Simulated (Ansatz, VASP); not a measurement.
## ScCd in VASP and in Ansatz

```
Sc Cd
1.0
     3.52626    0.00000    0.00000
     0.00000    3.52626    0.00000
     0.00000    0.00000    3.52626
Sc Cd
1 1
Direct
  0.50000 0.50000 0.50000
  0.00000 0.00000 0.00000
```

Alike in both runs: functional LDA; k mesh 10 × 10 × 10; occupations fermi-dirac, width 0.05 eV; no spin polarisation.

Ansatz relaxed the structure, and its values are those at the end. VASP's run is a single point on that final structure, the one shown.

|  | VASP | Ansatz |
| --- | --- | --- |
| version | VASP 6.6.1 | Ansatz 0.2.0 |
| potentials or method | VASP PAW LDA potentials, release 64 (Sc_sv, Cd) | PAW with Ansatz's default frozen-core files, scalar-relativistic |
| plane-wave cutoff (eV) | 520 | 420 |
| valence electrons in the cell | 23 | 31 |

VASP gave:

| Quantity | Value |
| --- | --- |
| pressure (GPa) | -5.1 |

Question: Which values does Ansatz return?

Answer: Pressure (GPa): -5.4.

LDA's correlation is that of Perdew and Zunger in VASP and of Perdew and Wang (1992) in Ansatz. VASP's potentials hold 23 valence electrons a cell and Ansatz's 31, so a difference there can come from the potentials and not from the codes. Ansatz's warnings: stress scf threshold loose.
